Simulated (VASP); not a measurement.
SrCl2:

```
CELL_PARAMETERS angstrom
0.00000 3.55677 3.55677
3.55677 0.00000 3.55677
3.55677 3.55677 0.00000
ATOMIC_POSITIONS crystal
Sr 0.00000 0.00000 0.00000
Cl 0.75000 0.75000 0.75000
Cl 0.25000 0.25000 0.25000
```

Base run:

* Program: VASP 6.6.1
* Functional: PBEsol
* Potentials or basis: VASP PAW PBE potentials, release 64 (Sr_sv, Cl)
* Cutoff: 520 eV
* k mesh: 7 × 7 × 7
* Occupations: fermi-dirac, width 0.05 eV
* Spin: no spin polarisation

Its results: band gap on the k mesh 4.96 eV (least direct gap 5.24 eV); pressure -2.7 GPa.

Task: The run is repeated on the same cell with these changes: functional from PBEsol to r2SCAN. What comes out?

Result: Band gap on the k mesh 5.78 eV (least direct gap 6.08 eV); pressure -1.7 GPa.

Caveats: the PAW data sets were made with another functional, which shifts forces and pressure a little; an odd mesh through Γ misses points on the zone boundary, where band edges can lie.
